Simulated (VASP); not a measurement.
**CuNiSO: single point with r2SCAN**

CuNiSO:

```xyz
8
Lattice="3.8572 0.0000 0.0000 0.0000 3.8572 0.0000 0.0000 0.0000 8.7249" Properties=species:S:1:pos:R:3 pbc="T T T"
Cu    2.8929    0.9643    4.3625
Cu    0.9643    2.8929    4.3625
S     0.9643    0.9643    3.0031
S     2.8929    2.8929    5.7218
Ni    0.9643    2.8929    0.0000
Ni    2.8929    0.9643    0.0000
O     0.9643    0.9643    8.0758
O     2.8929    2.8929    0.6491
```

```yaml
Program: VASP 6.6.1
Task: single point
Functional: r2SCAN
Potentials_or_basis: VASP PAW PBE potentials, release 64 (Cu, S, Ni, O)
Cutoff: 520 eV
k_mesh: 5 × 5 × 2
Occupations: methfessel-paxton, width 0.0169 eV
Spin: no spin polarisation
```

The pressure is -12.6 GPa and the largest force is 2.334 eV/Å. The band gap on the k mesh is zero (band 33 reaches 3.51 eV, above the bottom of band 34 at 2.55 eV).

Forces in eV/Å, atoms in the order of the input:
```
Cu   0.000  0.000  0.000
Cu   0.000  0.000  0.000
S    0.000  0.000  0.883
S    0.000  0.000 -0.883
Ni   0.000  0.000  0.000
Ni   0.000  0.000  0.000
O    0.000  0.000  2.334
O    0.000  0.000 -2.334
```

Stress tensor (GPa, compression positive):
```
-14.31   0.00   0.00
  0.00 -14.31   0.00
  0.00   0.00  -9.15
```

Levels at points of the mesh, in eV from the Fermi level:
| k point | band 29 | band 30 | band 31 | band 32 | band 33 | band 34 | band 35 | band 36 | band 37 | band 38 |
| --- | --- | --- | --- | --- | --- | --- | --- | --- | --- | --- |
| (0.00, 0.00, 0.00) | -0.65 | -0.20 | 0.00 | 0.00 | 0.04 | 0.49 | 0.68 | 0.68 | 2.65 | 4.80 |
| (0.00, 0.00, 0.50) | -0.68 | -0.68 | 0.01 | 0.01 | 0.35 | 0.36 | 0.69 | 0.69 | 3.70 | 4.01 |

Wall time 6.6 min on 1 thread of Intel(R) Xeon(R) Platinum 8375C CPU @ 2.90GHz (Ice Lake), with other jobs on the host, peak memory 0.29 GiB.

Caveat: the k points lie up to 0.36 Å⁻¹ apart; the PAW data sets were made with another functional, which shifts forces and pressure a little; the run has no spin polarisation, though such a crystal can be magnetic; semilocal functionals often make such compounds metallic where correlation or magnetic order opens a gap, which also shifts bond lengths. With open d or f shells a metallic result of r2SCAN can be an artefact of self-interaction; +U or a hybrid may open a gap.
